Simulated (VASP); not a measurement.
Here is a VASP 6.6.1 calculation.

Contents of POSCAR:

```
Ir
1.0
    0.0000000000      1.9269646700      1.9269646700
    1.9269646700      0.0000000000      1.9269646700
    1.9269646700      1.9269646700      0.0000000000
Ir
1
Direct
    0.0000000000      0.0000000000      0.0000000000
```

The input INCAR.step1:

```
SYSTEM = Ir
  PREC = Accurate
  ENCUT = 520
  ISMEAR = 0
  SIGMA = 0.1
  LREAL = .False.
  LASPH = .True.
  NELM = 100
  NBANDS = 10
  GGA = PE
  ALGO = Normal
  EDIFF = 1E-4
  LWAVE = .True.
  LCHARG = .False.
```

File INCAR.step2:

```
SYSTEM = Ir
  PREC = Accurate
  ENCUT = 520
  EDIFF = 1E-7
  ISMEAR = 0
  SIGMA = 0.1
  LREAL = .False.
  LASPH = .True.
  NELM = 100
  ALGO = Normal
  ISIF = 2
  LWAVE = .False.
  LCHARG = .False.
  METAGGA = R2SCAN
  LMIXTAU = .True.
  NBANDS = 10
  ISTART = 1
```

KPOINTS

```
Automatic mesh
0
Gamma
  8 8 8
  0 0 0
```

Potentials or basis: VASP PAW PBE potentials, release 64 (Ir).

Run with:

```bash
$ cat potpaw_PBE.64/Ir/POTCAR > POTCAR
$ cp INCAR.step1 INCAR
$ mpirun -np 1 vasp_std > vasp.out
$ cp INCAR.step2 INCAR
$ mpirun -np 1 vasp_std > vasp.out
```

Task: Predict the band gap on the k mesh.

Result: Zero (an odd number of electrons rules out a gap without spin polarisation).

Task: What does it give for the pressure?

Result: 1.0 GPa.

Caveat: the PAW data sets were made with another functional, which shifts forces and pressure a little; spin-orbit coupling is left out, which moves the levels of the heavy elements.
